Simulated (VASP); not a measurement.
HfB, 2 atoms in the cell. Symmetry: Fm-3m, No. 225, cubic system. Conventional cell: a = 4.589 Å, b = 4.589 Å, c = 4.589 Å, α = 90.00°, β = 90.00°, γ = 90.00°. Within 3.0 Å of Hf (site symmetry m-3m) lie 6 B at 2.29 Å. Within 3.0 Å of B (site symmetry m-3m) lie 6 Hf at 2.29 Å. 

* Program: VASP 6.6.1
* Task: single point
* Functional: PBE0
* Potentials or basis: VASP PAW PBE potentials, release 64 (Hf_pv, B)
* Cutoff: 520 eV
* k mesh: 6 × 6 × 6
* Occupations: fermi-dirac, width 0.05 eV
* Spin: no spin polarisation
* Dipole correction: no
* Grid for exact exchange (PRECFOCK): Normal
* Further INCAR settings: ALGO = Normal; EDIFF = 1e-06; NBANDS = 14
* Share of exact exchange: 0.25

Potentials or basis: VASP PAW PBE potentials, release 64 (Hf_pv, B).

The run is started by

```sh
$ cat potpaw_PBE.64/Hf_pv/POTCAR potpaw_PBE.64/B/POTCAR > POTCAR
$ cp INCAR.step1 INCAR
$ mpirun -np 1 vasp_std > vasp.out
$ cp INCAR.step2 INCAR
$ mpirun -np 1 vasp_std > vasp.out
```

Hardware: 1 thread of Intel(R) Xeon(R) Platinum 8259CL CPU @ 2.50GHz (Skylake/Cascade Lake), on a shared host.

Estimate the wall time of this run.

Run time: 31 min on 1 thread of Intel(R) Xeon(R) Platinum 8259CL CPU @ 2.50GHz (Skylake/Cascade Lake) (shared host), peak memory 0.16 GiB. Counts: k points 16.
